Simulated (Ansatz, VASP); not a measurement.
# Two plane-wave programs on C

The input POSCAR:

```
C
1.0
    0.0000000000      1.7469644787      1.7469644787
    1.7469644787      0.0000000000      1.7469644787
    1.7469644787      1.7469644787      0.0000000000
C
2
Direct
    0.7500000000      0.7500000000      0.7500000000
    0.5000000000      0.5000000000      0.5000000000
```

INCAR.step1

```
PREC     = Accurate       # precision mode
ENCUT    = 520            # plane-wave cutoff, eV
ISMEAR   = -1             # smearing method
SIGMA    = 0.05           # smearing width, eV
LREAL    = F              # projectors in reciprocal space
LASPH    = T              # aspherical terms in the spheres
NELM     = 80             # most SCF steps
NBANDS   = 11             # bands
GGA      = PE             # functional
ALGO     = Normal         # electronic algorithm
EDIFF    = 1E-4           # SCF threshold, eV
LWAVE    = T              # write WAVECAR
LCHARG   = F              # write CHGCAR
```

Contents of INCAR.step2:

```
PREC     = Accurate       # precision mode
ENCUT    = 520            # plane-wave cutoff, eV
EDIFF    = 1E-6           # SCF threshold, eV
ISMEAR   = -1             # smearing method
SIGMA    = 0.05           # smearing width, eV
LREAL    = F              # projectors in reciprocal space
LASPH    = T              # aspherical terms in the spheres
NELM     = 80             # most SCF steps
ALGO     = Normal         # electronic algorithm
ISIF     = 2              # what is computed and relaxed
LWAVE    = F              # write WAVECAR
LCHARG   = F              # write CHGCAR
METAGGA  = R2SCAN         # meta-GGA
LMIXTAU  = T            
NBANDS   = 11             # bands
ISTART   = 1
```

File KPOINTS:

```
regular mesh
0
Gamma
  13 13 13
```

input.yaml

```yaml
crystal:
  lattice:
    - [0.0, 1.7469644787, 1.7469644787]
    - [1.7469644787, 0.0, 1.7469644787]
    - [1.7469644787, 1.7469644787, 0.0]
  atoms:
    - { symbol: C, position: [0.75, 0.75, 0.75] }
    - { symbol: C, position: [0.5, 0.5, 0.5] }
hamiltonian:
  xc: r2scan
  pseudopotentials: { kind: paw }
kpoints:
  mp_grid: { grid: [13, 13, 13] }
scf:
  occupations: { method: fermi_dirac, width: 0.05 }
output:
  forces: true
  stress: true
  eigenvalues: true
```

Alike in both runs: task single point; functional r2SCAN; k mesh 13 × 13 × 13; occupations fermi-dirac, width 0.05 eV; no spin polarisation.

|  | VASP | Ansatz |
| --- | --- | --- |
| version | VASP 6.6.1 | Ansatz 0.2.0 |
| potentials or method | VASP PAW PBE potentials, release 64 (C) | Ansatz PAW |
| plane-wave cutoff (eV) | 520 | 500 |
| valence electrons in the cell | 8 | 8 |

```tsv
	VASP	Ansatz	Ansatz less VASP
gap on the k mesh at the Fermi level (eV)	4.48	4.51	+0.031
least direct gap on the mesh (eV)	6.01	6.06	+0.049
```

VASP's potentials were made for PBE, not for r2SCAN.

Noted on Ansatz's run: odd divisions of the mesh miss points on the zone boundary, where band edges often lie, so the gap on the mesh can be too wide.
